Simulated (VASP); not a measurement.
Crystal: CdO.

```xyz
2
Lattice="0.0000 2.3482 2.3482 2.3482 0.0000 2.3482 2.3482 2.3482 0.0000" Properties=species:S:1:pos:R:3 pbc="T T T"
Cd    0.0000    0.0000    0.0000
O     2.3482    2.3482    2.3482
```

Program: VASP 6.6.1. Alike in all runs: task single point; no spin polarisation; cell as given; k mesh 8 × 8 × 8; cutoff (eV) 600; smearing gaussian 0.05 eV.

**Question.** Order these runs on this cell by their pressure, lowest first.
A. level PBE; potentials or basis VASP PAW PBE potentials, release 64 (Cd, O)
B. level BLYP; potentials or basis VASP PAW PBE potentials, release 64 (Cd, O)
C. level PBE+D4; potentials or basis VASP PAW PBE potentials, release 64 (Cd, O)
D. level LDA; potentials or basis VASP PAW LDA potentials, release 64 (Cd, O)

**Answer.** D (-4.3 GPa), C (4.0 GPa), A (7.6 GPa), B (13.6 GPa).

Caveats: the PAW data sets were made with another functional, which shifts forces and pressure a little (some runs); pairwise dispersion overbinds metals, which lowers pressure and volume (some runs).
